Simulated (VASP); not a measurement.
A run of VASP 6.6.1 is set up as follows.

The input POSCAR:

```
PbS
1.0
    0.0000000000      2.9872326762      2.9872326762
    2.9872326762      0.0000000000      2.9872326762
    2.9872326762      2.9872326762      0.0000000000
Pb S
1 1
Direct
    0.0000000000      0.0000000000      0.0000000000
    0.5000000000      0.5000000000      0.5000000000
```

The input INCAR.step1:

```
  PREC = Accurate
  ENCUT = 520
  EDIFF = 1E-5
  ISMEAR = 0
  SIGMA = 0.01
  LREAL = False
  LASPH = True
  NELM = 60
  ALGO = Normal
  ISIF = 2
  LWAVE = True
  LCHARG = False
  GGA = PE
  NBANDS = 17
```

Contents of INCAR.step2:

```
  PREC = Accurate
  ENCUT = 520
  EDIFF = 1E-7
  ISMEAR = 0
  SIGMA = 0.01
  LREAL = False
  LASPH = True
  NELM = 60
  ALGO = Normal
  ISIF = 2
  LWAVE = False
  LCHARG = False
  GGA = PE
  LHFCALC = True
  AEXX = 0.25
  PRECFOCK = Normal
  ISTART = 1
  NBANDS = 17
```

Contents of KPOINTS:

```
Automatic mesh
0
Gamma
  6 6 6
```

Potentials or basis: VASP PAW PBE potentials, release 64 (Pb_d, S).

Run with:

```bash
$ cat potpaw_PBE.64/Pb_d/POTCAR potpaw_PBE.64/S/POTCAR > POTCAR
$ cp INCAR.step1 INCAR
$ mpirun -np 1 vasp_std > vasp.out
$ cp INCAR.step2 INCAR
$ mpirun -np 1 vasp_std > vasp.out
```

(1) What does it give for the pressure?

(2) Estimate the band gap on the k mesh.

Results:

(1) -0.3 GPa.

(2) 1.49 eV.

Caveat: the PAW data sets were made with another functional, which shifts forces and pressure a little; spin-orbit coupling is left out, which moves the levels of the heavy elements.
